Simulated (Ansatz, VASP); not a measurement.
Two plane-wave programs on MoSe

File INCAR:

```
SYSTEM = MoSe
  PREC = Accurate
  ENCUT = 500
  EDIFF = 1E-7
  ISMEAR = 0
  SIGMA = 0.1
  LREAL = .FALSE.
  LASPH = .TRUE.
  NELM = 200
  ALGO = Normal
  ISIF = 3
  LWAVE = .FALSE.
  LCHARG = .FALSE.
  ISPIN = 2
  MAGMOM = 0.27 0
  LORBIT = 11
  LMAXMIX = 4
  GGA = PE
  IBRION = 2
  NSW = 100
  EDIFFG = -0.05
  GGA_COMPAT = .FALSE.
  NELMIN = 4
```

Contents of KPOINTS:

```
Automatic mesh
0
G
  6 6 6
  0 0 0
```

The input POSCAR:

```
MoSe
1.0
    0.0000000000      2.5490353640      2.5490353640
    2.5490353640      0.0000000000      2.5490353640
    2.5490353640      2.5490353640      0.0000000000
Mo Se
1 1
Direct
    0.0000000000      0.0000000000      0.0000000000
    0.5000000000      0.5000000000      0.5000000000
```

Input for Ansatz:

```yaml
crystal:
  lattice:
    - [0.0, 2.549035364, 2.549035364]
    - [2.549035364, 0.0, 2.549035364]
    - [2.549035364, 2.549035364, 0.0]
  atoms:
    - { symbol: Mo, position: [0.0, 0.0, 0.0], spin: 0.27 }
    - { symbol: Se, position: [0.5, 0.5, 0.5] }
basis:
  ecutwfc: 420
kpoints:
  mp_grid: { grid: [6, 6, 6] }
hamiltonian:
  xc: pbe
scf:
  occupations: { method: gaussian, width: 0.1 }
output:
  forces: true
  stress: true
  eigenvalues: true
  populations: true
magnetization:
  spin_polarized: true
relax:
  adjacent_minimum: "off"
  f_tol: 0.05
  max_steps: 80
  cell: { stress_tol: 0.5 }
```

Alike in both runs: task relaxation of cell and atoms; functional PBE; k mesh 6 × 6 × 6; occupations gaussian, width 0.1 eV; collinear spin.

|  | VASP | Ansatz |
| --- | --- | --- |
| version | VASP 6.6.1 | Ansatz 0.2.0 |
| potentials or method | VASP PAW PBE potentials, release 64 (Mo_sv, Se), cutoff 500 eV | scalar-relativistic, plane waves, PAW |
| valence electrons in the cell | 20 | 30 |

Ansatz gave:

* gap on the k mesh at the Fermi level, each at its own relaxed structure (eV): none
* net moment per atom (μB): 0.32
* size of the moment on the site where the two differ most (μB): 0.51
* relaxed volume (Å³/atom): 17.91
* relaxed cell length with the largest relative difference (Å): 3.700

Problem. What did VASP give for the same quantities?

Solution. gap on the k mesh at the Fermi level, each at its own relaxed structure (eV): none; net moment per atom (μB): 0.00; size of the moment on the site where the two differ most (μB): 0.00; relaxed volume (Å³/atom): 17.86; relaxed cell length with the largest relative difference (Å): 3.697.

The net moments are unlike, so the other rows may belong to different states. Site moments also hang on the region over which each program counts them. A gap of «none» marks a metal or a gap that the smearing closes. VASP's potentials hold 20 valence electrons a cell and Ansatz's 30, so a difference there can come from the potentials and not from the codes. Ansatz's warnings: seeded moment not kept.
